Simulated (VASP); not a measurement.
# I (P6_3/mmc) in VASP: a series of runs, part 2 of 2

VASP 6.6.1. The steps go on from the part before.

### Step 4. Single point, PBE (volume scaled by 0.6)

File INCAR:

```
ALGO = Normal
EDIFF = 1E-6
ENCUT = 520
GGA = PE
ISIF = 2
ISMEAR = -1
LASPH = T
LCHARG = T
LELF = T
LREAL = F
LVHAR = T
LWAVE = F
NBANDS = 14
NELM = 60
PREC = Accurate
SIGMA = 0.08
```

File KPOINTS:

```
k-points
0
Gamma
  12 12 7
```

File POSCAR:

```
I
1.0
    3.1335662156      0.0000000000      0.0000000000
   -1.5667831078      2.7137479472      0.0000000000
    0.0000000000      0.0000000000      5.4640347716
I
2
Direct
    0.3333333333      0.6666666667      0.2500000000
    0.6666666667      0.3333333333      0.7500000000
```

Potentials or basis: VASP PAW PBE potentials, release 64 (I).

Launch:

```bash
> cat potpaw_PBE.64/I/POTCAR > POTCAR
> mpirun -np 1 vasp_std > vasp.out
```

OUTCAR:

```text
EDIFF = 1E-6
   ENCUT = 520
   GGA = PE
   ISIF = 2
   ISMEAR = -1
   LASPH = T
   LREAL = F
   NELM = 60
   PREC = Accurate

 ion  position               nearest neighbor table
   1  0.333  0.667  0.250-   2 3.28   2 3.28   2 3.28   2 3.28   2 3.28   2 3.28
   2  0.667  0.333  0.750-   1 3.28   1 3.28   1 3.28   1 3.28   1 3.28   1 3.28

  LATTYP: Found a hexagonal cell.
 ALAT       =     3.1335662156
 C/A-ratio  =     1.7437112847

  Lattice vectors:

 A1 = (   3.1335662156,   0.0000000000,   0.0000000000)
 A2 = (  -1.5667831078,   2.7137479472,   0.0000000000)
 A3 = (   0.0000000000,   0.0000000000,   5.4640347716)

Analysis of symmetry for initial positions (statically):
=====================================================================
 Subroutine PRICEL returns:
 Original cell was already a primitive cell.

 Routine SETGRP: Setting up the symmetry group for a
 hexagonal supercell.

 Subroutine GETGRP returns: Found 24 space group operations
 (whereof 12 operations were pure point group operations)
 out of a pool of 24 trial point group operations.

The static configuration has the point symmetry D_3d.
 The point group associated with its full space group is D_6h.

Analysis of symmetry for dynamics (positions and initial velocities):
=====================================================================
 Subroutine PRICEL returns:
 Original cell was already a primitive cell.

 Routine SETGRP: Setting up the symmetry group for a
 hexagonal supercell.

 Subroutine GETGRP returns: Found 24 space group operations
 (whereof 12 operations were pure point group operations)
 out of a pool of 24 trial point group operations.

The dynamic configuration has the point symmetry D_3d.
 The point group associated with its full space group is D_6h.

 Subroutine INISYM returns: Found 24 space group operations
 (whereof 12 operations are pure point group operations),
 and found     1 'primitive' translations

----------------------------------------------------------------------------------------

                                     Primitive cell

  volume of cell :      46.4646

  direct lattice vectors                    reciprocal lattice vectors
     3.133566216  0.000000000  0.000000000     0.319125217  0.184247030  0.000000000
    -1.566783108  2.713747947  0.000000000     0.000000000  0.368494060  0.000000000
     0.000000000  0.000000000  5.464034772     0.000000000  0.000000000  0.183014941

  length of vectors
     3.133566216  3.133566216  5.464034772     0.368494060  0.368494060  0.183014941

  position of ions in fractional coordinates (direct lattice)
     0.333333333  0.666666667  0.250000000
     0.666666667  0.333333333  0.750000000

  ion indices of the primitive-cell ions
   primitive index   ion index
                 1           1
                 2           2

----------------------------------------------------------------------------------------

 KPOINTS: k-points

Automatic generation of k-mesh.
 Grid dimensions read from file:
 generate k-points for:   12   12    7

 Generating k-lattice:

  Cartesian coordinates                     Fractional coordinates (reciprocal lattice)
[... 40 lines left out ...]
  0.333333  0.000000  0.142857     12.000000
 [... further k-points ...]
   k-points           NKPTS =     76   k-points in BZ     NKDIM =     76   number of bands    NBANDS=     14
   number of dos      NEDOS =    301   number of ions     NIONS =      2
   total plane-waves  NPLWV =  24192
   dimension x,y,z NGX =    24 NGY =   24 NGZ =   42
   dimension x,y,z NGXF=    48 NGYF=   48 NGZF=   84
   ions per type =               2
   NGX,Y,Z   is equivalent  to a cutoff of  12.73, 12.73, 12.78 a.u.
   NGXF,Y,Z  is equivalent  to a cutoff of  25.47, 25.47, 25.56 a.u.
 SYSTEM =  unknown system
   PREC   = accura    normal or accurate (medium, high low for compatibility)
   ISTART =      0    job   : 0-new  1-cont  2-samecut
   ICHARG =      2    charge: 1-file 2-atom 10-const
   ISPIN  =      1    spin polarized calculation?
   LNONCOLLINEAR =      F non collinear calculations
   LSORBIT =      F    spin-orbit coupling
   LASPH  =      T    aspherical Exc in radial PAW
   ENCUT  =  520.0 eV  38.22 Ry    6.18 a.u.   5.83  5.83 10.16*2*pi/ulx,y,z
   NELM   =     60;   NELMIN=  2; NELMDL= -5     # of ELM steps
   EDIFF  = 0.1E-05   stopping-criterion for ELM
   LREAL  =      F    real-space projection
   EDIFFG = 0.1E-04   stopping-criterion for IOM
   NSW    =      0    number of steps for IOM
   IBRION =     -1    ionic relax: 0-MD 1-quasi-New 2-CG
   NFREE  =      0    steps in history (QN), initial steepest desc. (CG)
   ISIF   =      2    stress and relaxation
   ISYM   =      2    0-nonsym 1-usesym 2-fastsym
   POTIM  = 0.5000    time-step for ionic-motion
   TEBEG  =    0.0;   TEEND  =   0.0 temperature during run
   PSTRESS=    0.0 pullay stress
   NELECT =      14.0000    total number of electrons
   NUPDOWN=      -1.0000    fix difference up-down
   EMIN   =  10.00;   EMAX   =-10.00  energy-range for DOS
   EFERMI =   0.00;   METHOD = LEGACY
   ISMEAR =    -1;   SIGMA  =   0.08  broadening in eV -4-tet -1-fermi 0-gaus
   EFERMI_NEDOS =   21; number of points for ismear=-14 and -15
   IALGO  =     38    algorithm
   IMIX   =      4    mixing-type and parameters
     AMIX     =   0.40;   BMIX     =  1.00
     AMIX_MAG =   1.60;   BMIX_MAG =  1.00
  volume/ion in A,a.u.               =      23.23       156.78
  Fermi-wavevector in a.u.,A,eV,Ry     =   1.097514  2.074001 16.388733  1.204538
  Thomas-Fermi vector in A             =   2.233876
   LORBIT       =      0    0 simple, 1 ext, 2 COOP (PROOUT), +10 PAW based schemes
   GGA     = PE    functional components
   LHFCALC =     F    Hartree Fock is set to
   AEXX    =    0.0000 exact exchange contribution
   IVDW    =     0    specifies the selected vdW correction
   LEPSILON=     F    determine dielectric tensor
   LRPA    =     F    only Hartree local field effects (RPA)
 non-spin polarized calculation
  energy-cutoff  :      520.00
  volume of cell :       46.46
 maximum number of plane-waves:      1275
 NGX is ok and might be reduce to    24
   NGX = 11   NGY = 11   NGZ = 21

 number of electron      13.9999999 magnetization

 Free energy of the ion-electron system (eV)
  ---------------------------------------------------
  ext. energy  EPLUGINS =         0.00000000
  ---------------------------------------------------
  free energy    TOTEN  =        -0.57785055 eV

  energy without entropy =       -0.54116196  energy(sigma->0) =       -0.55950625

 E-fermi :  10.6941     XC(G=0): -11.0567

 val. band max:       10.6940722482   @ k =   0.2500   0.1667   0.1429
 cond. band min:      10.6962231142   @ k =   0.4167   0.0833   0.0000
 fundamental gap:      0.0021508661
 Fermi energy:        10.6940823602

 k-point     1 :       0.0000    0.0000    0.0000
  band No.  band energies     occupation
      1      -6.2003      2.00000
      2      -3.4465      2.00000
      3       2.6661      2.00000
      4      12.1479      0.00000
      5      12.1479      0.00000
      6      12.1745      0.00000
      7      13.3486      0.00000
      8      13.3486      0.00000
      9      18.2407      0.00000
     10      18.8051      0.00000
     11      20.4366      0.00000
     12      20.4366      0.00000
     13      20.5962      0.00000
     14      21.8012      0.00000
[... 377 lines left out ...]
      1      -4.1275      2.00000
      2      -2.0831      2.00000
      3       4.4760      2.00000
      4       5.5043      2.00000
      5       6.6379      2.00000
      6       9.6816      1.99999
      7      10.6471      1.28543
      8      11.7205      0.00001
      9      15.4101      0.00000
     10      16.5792      0.00000
     11      18.2625      0.00000
     12      20.4469      0.00000
     13      20.7143      0.00000
     14      22.8302      0.00000

 [... further k-points ...]

------------------------ aborting loop because EDIFF is reached ----------------------------------------

  FORCE on cell =-STRESS in cart. coord.  units (eV):
  Direction    XX          YY          ZZ          XY          YZ          ZX
  --------------------------------------------------------------------------------------
  -------------------------------------------------------------------------------------
  Total        8.5969493      8.5969493      8.6630315      0.0000000     -0.0000000      0.0000000
  in kB      296.4374781    296.4374781    298.7161037      0.0000000     -0.0000000      0.0000000
  external PRESSURE =     297.1970200 kB  Pullay stress =       0.0000000 kB

 VOLUME and BASIS-vectors are now :
 -----------------------------------------------------------------------------
  energy-cutoff  :      520.00
  volume of cell :       46.46
      direct lattice vectors                 reciprocal lattice vectors
     3.133566216  0.000000000  0.000000000     0.319125217  0.184247030  0.000000000
    -1.566783108  2.713747947  0.000000000     0.000000000  0.368494060  0.000000000
     0.000000000  0.000000000  5.464034772     0.000000000  0.000000000  0.183014941

 POSITION                                       TOTAL-FORCE (eV/Angst)
 -----------------------------------------------------------------------------------
     -0.00000      1.80917      1.36601         0.000000      0.000000      0.000000
      1.56678      0.90458      4.09803        -0.000000     -0.000000      0.000000
 -----------------------------------------------------------------------------------
    total drift:                               -0.000000      0.000000      0.000000

  FREE ENERGIE OF THE ION-ELECTRON SYSTEM (eV)
  ---------------------------------------------------
  free  energy   TOTEN  =        -0.5778505504 eV

  energy  without entropy=       -0.5411619552  energy(sigma->0) =       -0.55950625
```

Wall time 19 s (1 thread of Intel Xeon 6975P-C (Granite Rapids), shared host); peak memory 0.17 GiB.

Results:

```
Free energy            : -0.5779 eV
Pressure               : 29.7 GPa
Band gap on the k mesh : zero (band 7 reaches 13.35 eV, above the bottom of band 8 at 7.89 eV)
```

Levels at points of the mesh, in eV from the Fermi level:
```tsv
k point	band 3	band 4	band 5	band 6	band 7	band 8	band 9	band 10	band 11	band 12
(0.00, 0.00, 0.00)	-8.03	1.45	1.45	1.48	2.65	2.65	7.55	8.11	9.74	9.74
(0.50, 0.00, 0.00)	-7.36	-6.15	-4.33	-2.03	-1.62	0.72	4.02	6.19	7.43	9.25
```

Caveat: spin-orbit coupling is left out, which moves the levels of the heavy elements.
